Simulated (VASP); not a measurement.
# InP (F-43m) in VASP: settings compared

Aim: see how the results for InP move with the level of theory and the settings. Levels: revPBE, PBE. Tasks: single point.

Everything below comes from runs of VASP 6.6.1. Logs are shortened: lines on timing, memory, paths and dates and some standing lists are left out, and cuts for length are marked.

## 1. The cell of the first run

It takes space group F-43m (No. 216, cubic). Conventional cell: a = 5.861 Å, b = 5.861 Å, c = 5.861 Å, α = 90.00°, β = 90.00°, γ = 90.00°. Within 3.3 Å of In (site symmetry -43m) lie 4 P at 2.54 Å. P (site symmetry -43m) has 4 In at 2.54 Å within 3.3 Å.

## 2. Single point, revPBE

INCAR

```
SYSTEM = InP
PREC = Accurate
ENCUT = 520
EDIFF = 1E-6
ISMEAR = -1
SIGMA = 0.05
LREAL = .FALSE.
LASPH = .TRUE.
NELM = 100
ALGO = Normal
ISIF = 2
LWAVE = .FALSE.
LCHARG = .FALSE.
GGA = RE
NBANDS = 16
```

KPOINTS

```
regular mesh
0
G
  8 8 8
  0 0 0
```

POSCAR

```
InP
1.0
    0.0000000000      2.9305000000      2.9305000000
    2.9305000000      0.0000000000      2.9305000000
    2.9305000000      2.9305000000      0.0000000000
In P
1 1
Direct
    0.0000000000      0.0000000000      0.0000000000
    0.7500000000      0.7500000000      0.7500000000
```

Potentials or basis: VASP PAW PBE potentials, release 64 (In_d, P).

Started as:

```console
$ cat potpaw_PBE.64/In_d/POTCAR potpaw_PBE.64/P/POTCAR > POTCAR
$ mpirun -np 1 vasp_std > vasp.out
```

OUTCAR:

```text
SYSTEM = InP
   PREC = Accurate
   ENCUT = 520
   EDIFF = 1E-6
   ISMEAR = -1
   LREAL = .FALSE.
   LASPH = .TRUE.
   NELM = 100
   ISIF = 2
   GGA = RE

 ion  position               nearest neighbor table
   1  0.000  0.000  0.000-   2 2.54   2 2.54   2 2.54   2 2.54
   2  0.750  0.750  0.750-   1 2.54   1 2.54   1 2.54   1 2.54

  LATTYP: Found a face centered cubic cell.
 ALAT       =     5.8610000000

  Lattice vectors:

 A1 = (   0.0000000000,   2.9305000000,   2.9305000000)
 A2 = (   2.9305000000,   0.0000000000,   2.9305000000)
 A3 = (   2.9305000000,   2.9305000000,   0.0000000000)

Analysis of symmetry for initial positions (statically):
=====================================================================
 Subroutine PRICEL returns:
 Original cell was already a primitive cell.

 Routine SETGRP: Setting up the symmetry group for a
 face centered cubic supercell.

 Subroutine GETGRP returns: Found 24 space group operations
 (whereof 24 operations were pure point group operations)
 out of a pool of 48 trial point group operations.

The static configuration has the point symmetry T_d .

Analysis of symmetry for dynamics (positions and initial velocities):
=====================================================================
 Subroutine PRICEL returns:
 Original cell was already a primitive cell.

 Routine SETGRP: Setting up the symmetry group for a
 face centered cubic supercell.

 Subroutine GETGRP returns: Found 24 space group operations
 (whereof 24 operations were pure point group operations)
 out of a pool of 48 trial point group operations.

The dynamic configuration has the point symmetry T_d .

 Subroutine INISYM returns: Found 24 space group operations
 (whereof 24 operations are pure point group operations),
 and found     1 'primitive' translations

----------------------------------------------------------------------------------------

                                     Primitive cell

  volume of cell :      50.3333

  direct lattice vectors                    reciprocal lattice vectors
     0.000000000  2.930500000  2.930500000    -0.170619348  0.170619348  0.170619348
     2.930500000  0.000000000  2.930500000     0.170619348 -0.170619348  0.170619348
     2.930500000  2.930500000  0.000000000     0.170619348  0.170619348 -0.170619348

  length of vectors
[... 79 lines left out ...]
   LASPH  =      T    aspherical Exc in radial PAW
   ENCUT  =  520.0 eV  38.22 Ry    6.18 a.u.   7.71  7.71  7.71*2*pi/ulx,y,z
   NELM   =    100;   NELMIN=  2; NELMDL= -5     # of ELM steps
   EDIFF  = 0.1E-05   stopping-criterion for ELM
   LREAL  =      F    real-space projection
   EDIFFG = 0.1E-04   stopping-criterion for IOM
   NSW    =      0    number of steps for IOM
   IBRION =     -1    ionic relax: 0-MD 1-quasi-New 2-CG
   NFREE  =      0    steps in history (QN), initial steepest desc. (CG)
   ISIF   =      2    stress and relaxation
   ISYM   =      2    0-nonsym 1-usesym 2-fastsym
   POTIM  = 0.5000    time-step for ionic-motion
   TEBEG  =    0.0;   TEEND  =   0.0 temperature during run
   PSTRESS=    0.0 pullay stress
   NELECT =      18.0000    total number of electrons
   NUPDOWN=      -1.0000    fix difference up-down
   EMIN   =  10.00;   EMAX   =-10.00  energy-range for DOS
   EFERMI =   0.00;   METHOD = LEGACY
   ISMEAR =    -1;   SIGMA  =   0.05  broadening in eV -4-tet -1-fermi 0-gaus
   EFERMI_NEDOS =   21; number of points for ismear=-14 and -15
   IALGO  =     38    algorithm
   IMIX   =      4    mixing-type and parameters
     AMIX     =   0.40;   BMIX     =  1.00
     AMIX_MAG =   1.60;   BMIX_MAG =  1.00
  volume/ion in A,a.u.               =      25.17       169.83
  Fermi-wavevector in a.u.,A,eV,Ry     =   1.162021  2.195901 18.371846  1.350293
  Thomas-Fermi vector in A             =   2.298587
   LORBIT       =      0    0 simple, 1 ext, 2 COOP (PROOUT), +10 PAW based schemes
   GGA     = RE    functional components
   LHFCALC =     F    Hartree Fock is set to
   AEXX    =    0.0000 exact exchange contribution
   IVDW    =     0    specifies the selected vdW correction
   LEPSILON=     F    determine dielectric tensor
   LRPA    =     F    only Hartree local field effects (RPA)
 non-spin polarized calculation
  energy-cutoff  :      520.00
  volume of cell :       50.33
 maximum number of plane-waves:      1380
   NGX = 15   NGY = 15   NGZ = 15

 number of electron      18.0000005 magnetization

 Free energy of the ion-electron system (eV)
  ---------------------------------------------------
  ext. energy  EPLUGINS =         0.00000000
  ---------------------------------------------------
  free energy    TOTEN  =        -7.79115492 eV

  energy without entropy =       -7.79115282  energy(sigma->0) =       -7.79115387

 E-fermi :   5.6982     XC(G=0):  -9.1584

 val. band max:        5.2622099288   @ k =   0.0000   0.0000   0.0000
 cond. band min:       6.0713574790   @ k =   0.0000   0.0000   0.0000
 fundamental gap:      0.8091475502
 Fermi energy:         5.6981753136

 k-point     1 :       0.0000    0.0000    0.0000
  band No.  band energies     occupation
      1      -8.9359      2.00000
      2      -8.9359      2.00000
      3      -8.9359      2.00000
      4      -8.7852      2.00000
      5      -8.7852      2.00000
      6      -6.2317      2.00000
[... 433 lines left out ...]
      3      -8.8677      2.00000
      4      -8.7903      2.00000
      5      -8.7721      2.00000
      6      -4.1999      2.00000
[... 8 lines left out ...]
     15      16.0350      0.00000
     16      16.6132      0.00000

 [... further k-points ...]

------------------------ aborting loop because EDIFF is reached ----------------------------------------

  FORCE on cell =-STRESS in cart. coord.  units (eV):
  Direction    XX          YY          ZZ          XY          YZ          ZX
  --------------------------------------------------------------------------------------
  -------------------------------------------------------------------------------------
  Total        1.4459746      1.4459746      1.4459746     -0.0000000      0.0000000      0.0000000
  in kB       46.0273609     46.0273609     46.0273609     -0.0000000      0.0000000      0.0000000
  external PRESSURE =      46.0273609 kB  Pullay stress =       0.0000000 kB

 VOLUME and BASIS-vectors are now :
 -----------------------------------------------------------------------------
  energy-cutoff  :      520.00
  volume of cell :       50.33
      direct lattice vectors                 reciprocal lattice vectors
     0.000000000  2.930500000  2.930500000    -0.170619348  0.170619348  0.170619348
     2.930500000  0.000000000  2.930500000     0.170619348 -0.170619348  0.170619348
     2.930500000  2.930500000  0.000000000     0.170619348  0.170619348 -0.170619348

 POSITION                                       TOTAL-FORCE (eV/Angst)
 -----------------------------------------------------------------------------------
      0.00000      0.00000      0.00000         0.000000      0.000000      0.000000
      4.39575      4.39575      4.39575        -0.000000     -0.000000     -0.000000
 -----------------------------------------------------------------------------------
    total drift:                                0.000000      0.000000      0.000000

  FREE ENERGIE OF THE ION-ELECTRON SYSTEM (eV)
  ---------------------------------------------------
  free  energy   TOTEN  =        -7.7911549158 eV

  energy  without entropy=       -7.7911528164  energy(sigma->0) =       -7.79115387
```

OSZICAR:

```text
N       E                     dE             d eps       ncg     rms          rms(c)
DAV:   1     0.113595370173E+03    0.11360E+03   -0.85539E+03   928   0.127E+03
DAV:   2    -0.809931131017E+00   -0.11441E+03   -0.10976E+03  1040   0.303E+02
DAV:   3    -0.799255275111E+01   -0.71826E+01   -0.71490E+01  1256   0.743E+01
DAV:   4    -0.818265306938E+01   -0.19010E+00   -0.19004E+00  1176   0.128E+01
DAV:   5    -0.819120004167E+01   -0.85470E-02   -0.85468E-02  1384   0.227E+00    0.596E+00
DAV:   6    -0.781106185773E+01    0.38014E+00   -0.59948E-01  1480   0.125E+01    0.367E+00
DAV:   7    -0.778598342257E+01    0.25078E-01   -0.17071E-01  1328   0.323E+00    0.137E+00
DAV:   8    -0.778947533038E+01   -0.34919E-02   -0.17673E-02  1136   0.155E+00    0.333E-01
DAV:   9    -0.779066978251E+01   -0.11945E-02   -0.16276E-03  1192   0.378E-01    0.137E-01
DAV:  10    -0.779096797226E+01   -0.29819E-03   -0.34829E-04  1192   0.251E-01    0.819E-02
DAV:  11    -0.779115250875E+01   -0.18454E-03   -0.32917E-04  1088   0.130E-01    0.309E-02
DAV:  12    -0.779115290971E+01   -0.40095E-06   -0.10827E-05  1152   0.268E-02    0.994E-03
DAV:  13    -0.779115449621E+01   -0.15865E-05   -0.44103E-06  1176   0.102E-02    0.712E-03
DAV:  14    -0.779115491577E+01   -0.41956E-06   -0.51329E-07   944   0.627E-03
   1 F= -.77911549E+01 E0= -.77911539E+01  d E =-.209939E-05
```

Wall time 17 s (1 thread of Intel Xeon Platinum 8259CL at 2.50GHz (Skylake/Cascade Lake), shared host); peak memory 0.18 GiB.

Results:

* Free energy: -7.7912 eV
* Pressure: 4.6 GPa
* Band gap on the k mesh: 0.81 eV

Levels at points of the mesh, in eV from the valence-band top:
```tsv
k point	band 7	band 8	band 9	band 10	band 11	band 12
(0.00, 0.00, 0.00)	0.00	0.00	0.00	0.81	4.12	4.12
(0.50, 0.00, 0.00)	-5.69	-0.97	-0.97	1.57	4.84	4.84
(0.50, 0.50, 0.00)	-5.71	-2.31	-2.31	1.85	2.33	9.32
```

Caveat: the cell stands under pressure; the PAW data sets were made with another functional, which shifts forces and pressure a little; spin-orbit coupling is left out, which moves the levels of the heavy elements.

## 3. Single point, PBE

INCAR

```
SYSTEM = InP
PREC = Accurate
ENCUT = 520
EDIFF = 1E-6
ISMEAR = 0
SIGMA = 0.024
LREAL = .False.
LASPH = .True.
NELM = 60
ALGO = Normal
ISIF = 2
LWAVE = .False.
LCHARG = .False.
GGA = PE
NBANDS = 16
```

KPOINTS

```
regular mesh
0
Gamma
  8 8 8
  0 0 0
```

POSCAR is that of step 2.

Potentials or basis: VASP PAW PBE potentials, release 64 (In_d, P).

Started as:

```console
$ cat potpaw_PBE.64/In_d/POTCAR potpaw_PBE.64/P/POTCAR > POTCAR
$ mpirun -np 1 vasp_std > vasp.out
```

It took 15 s on 1 thread of Intel Xeon Platinum 8259CL at 2.50GHz (Skylake/Cascade Lake), shared host; peak memory 0.18 GiB.

It converged, with:

```yaml
Free_energy: -8.3808 eV
Pressure: 3.3 GPa
Band_gap_on_the_k_mesh: 0.71 eV
```

Levels at points of the mesh, in eV from the valence-band top:
```
           k point  band 6  band 7  band 8  band 9  band 10  band 11  band 12  band 13
(0.00, 0.00, 0.00)  -11.52    0.00    0.00    0.00     0.71     4.09     4.09     4.09
(0.50, 0.00, 0.00)   -9.79   -5.73   -0.97   -0.97     1.50     4.81     4.81     7.10
(0.50, 0.50, 0.00)   -9.14   -5.75   -2.32   -2.32     1.76     2.27     9.21     9.60
```

Caveat: the cell stands under pressure; semilocal functionals underestimate gaps, and a narrow one can read as zero; spin-orbit coupling is left out, which moves the levels of the heavy elements.

## 4. Single point, PBE

INCAR

```
SYSTEM = InP
ALGO = Normal
EDIFF = 1E-7
ENCUT = 520
GGA = PE
ISIF = 2
ISMEAR = 0
LASPH = .True.
LCHARG = .False.
LREAL = .False.
LWAVE = .False.
NBANDS = 16
NELM = 80
PREC = Accurate
SIGMA = 0.018000000000000002
```

KPOINTS

```
k-points
0
Gamma
  8 8 8
  0 0 0
```

POSCAR is that of step 3.

Started as:

```console
$ cat potpaw_PBE.64/In_d/POTCAR potpaw_PBE.64/P/POTCAR > POTCAR
$ mpirun -np 1 vasp_std > vasp.out
```

Run time: 18 s. Hardware: 1 thread of Intel Xeon Platinum 8259CL at 2.50GHz (Skylake/Cascade Lake), shared host; peak memory 0.18 GiB.

Results (log left out):

```yaml
Free_energy: -8.3808 eV
Pressure: 3.3 GPa
Band_gap_on_the_k_mesh: 0.71 eV
```

Levels at points of the mesh, in eV from the valence-band top:
```csv
k point,band 5,band 6,band 7,band 8,band 9,band 10,band 11,band 12,band 13,band 14
"(0.00, 0.00, 0.00)",-14.03,-11.52,0.00,0.00,0.00,0.71,4.09,4.09,4.09,8.58
"(0.50, 0.00, 0.00)",-14.02,-9.79,-5.73,-0.97,-0.97,1.50,4.81,4.81,7.10,9.48
"(0.50, 0.50, 0.00)",-14.00,-9.14,-5.75,-2.32,-2.32,1.76,2.27,9.21,9.60,9.60
```

Caveat: the cell stands under pressure; semilocal functionals underestimate gaps, and a narrow one can read as zero; spin-orbit coupling is left out, which moves the levels of the heavy elements.

## 5. The runs side by side

```tsv
level	smearing	gap on the mesh (eV)	pressure (GPa)
revPBE	fermi-dirac 0.05 eV	0.81	4.6
PBE	gaussian 0.024 eV	0.71	3.3
PBE	gaussian 0.018 eV	0.71	3.3
```

Alike in all rows: task single point; potentials or basis VASP PAW PBE potentials, release 64 (In_d, P); no spin polarisation; cell as given; k mesh 8 × 8 × 8; cutoff (eV) 520.

On the cell as given the gap runs from 0.71 eV (PBE) to 0.81 eV (revPBE). The pressure there spans 3.3 GPa (PBE) to 4.6 GPa (revPBE); a positive pressure means that this level wants a larger cell, a negative one a smaller.

Caveats: the cell stands under pressure; spin-orbit coupling is left out, which moves the levels of the heavy elements; semilocal functionals underestimate gaps, and a narrow one can read as zero (at least some runs); the PAW data sets were made with another functional, which shifts forces and pressure a little (at least some runs).

Total energies depend on the potentials used, so only differences within one code and one set of settings carry meaning.
